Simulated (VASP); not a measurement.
Set up this calculation in VASP 6.6.1, as the native input.

```yaml
Task: single point
Functional: PBE
Potentials_or_basis: VASP PAW PBE potentials, release 64 (Al, Ru_pv)
Cutoff: 520 eV
k_mesh: 20 × 20 × 20
Occupations: gaussian, width 0.15 eV
Spin: no spin polarisation
Dipole_correction: no
Further_INCAR_settings: ALGO = Fast; EDIFF = 1e-07; NBANDS = 16
```

The structure of AlRu lies in POSCAR:

```
AlRu
1.0
    3.3420442561      0.0000000000      0.0000000000
    0.0000000000      2.6661251931      0.0000000000
    0.0000000000      0.0000000000      3.0040847246
Al Ru
1 1
Direct
    0.0000000000      0.0000000000      0.0000000000
    0.5000000000      0.5000000000      0.5000000000
```

This cell differs from its parent crystal: strain +0.1125 x Voigt [1, -1, 0, 0, 0, 0].

These files were run (other wordings do the same):

INCAR

```
ALGO = Fast ; EDIFF = 1E-7
ENCUT = 520 ; GGA = PE
ISIF = 2 ; ISMEAR = 0
LASPH = T ; LCHARG = F
LREAL = F ; LWAVE = F
NBANDS = 16 ; NELM = 80
PREC = Accurate ; SIGMA = 0.15
```

KPOINTS

```
k-points
0
Gamma
  20 20 20
```

Potentials or basis: VASP PAW PBE potentials, release 64 (Al, Ru_pv).

Launch:

```console
$ cat potpaw_PBE.64/Al/POTCAR potpaw_PBE.64/Ru_pv/POTCAR > POTCAR
$ mpirun -np 1 vasp_std > vasp.out
```

It gave:

```
Pressure : 7.3 GPa
```

Caveat: the cell differs from its parent crystal (strain +0.1125 x Voigt [1, -1, 0, 0, 0, 0]).

It took 4.3 min on 1 thread of Intel(R) Xeon(R) Platinum 8488C (Sapphire Rapids), with other jobs on the host, peak memory 0.61 GiB.
